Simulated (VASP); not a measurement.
**HoO3: single point with PBE**

HoO3:

```
CELL_PARAMETERS angstrom
0.00000 2.76427 2.76427
2.76427 0.00000 2.76427
2.76427 2.76427 0.00000
ATOMIC_POSITIONS crystal
Ho 0.00000 0.00000 0.00000
O 0.25000 0.25000 0.25000
O 0.75000 0.75000 0.75000
O 0.50000 0.50000 0.50000
```

The cell was generated, and may not be a known phase.

```yaml
Program: VASP 6.6.1
Task: single point
Functional: PBE
Potentials_or_basis: VASP PAW PBE potentials, release 64 (Ho_3, O), 4f in core
Cutoff: 600 eV
k_mesh: 14 × 14 × 14
Occupations: gaussian, width 0.1 eV
Spin: no spin polarisation
Dipole_correction: no
Further_INCAR_settings: ALGO = Normal; EDIFF = 1e-06; NBANDS = 22
```

The pressure is 0.1 GPa and the band gap on the k mesh is zero (an odd number of electrons rules out a gap without spin polarisation).

Levels at points of the mesh, in eV from the Fermi level:
| k point | band 9 | band 10 | band 11 | band 12 | band 13 | band 14 | band 15 | band 16 | band 17 | band 18 |
| --- | --- | --- | --- | --- | --- | --- | --- | --- | --- | --- |
| (0.00, 0.00, 0.00) | -3.78 | -2.72 | -2.72 | -2.72 | 0.37 | 0.37 | 0.37 | 5.55 | 5.55 | 9.35 |
| (0.50, 0.00, 0.00) | -3.62 | -1.49 | -1.49 | -1.32 | -0.40 | -0.40 | 0.08 | 7.92 | 7.92 | 8.24 |
| (0.50, 0.50, 0.00) | -3.43 | -1.58 | -1.14 | -1.14 | -0.36 | 0.34 | 0.34 | 6.89 | 7.09 | 7.26 |

It took 100 s on 1 thread of Intel(R) Xeon(R) Platinum 8259CL CPU @ 2.50GHz (Skylake/Cascade Lake), on a shared host, peak memory 0.25 GiB.

Caveat: spin-orbit coupling is left out, which moves the levels of the heavy elements; the 4f electrons are frozen in the core, so they carry no moment and show no levels; an odd number of electrons without spin polarisation forces a metal; a magnetic or distorted state may lie lower; the run has no spin polarisation, though such a crystal can be magnetic. Spin polarisation is off, so any magnetic state and its effect on volume and gap are missing.
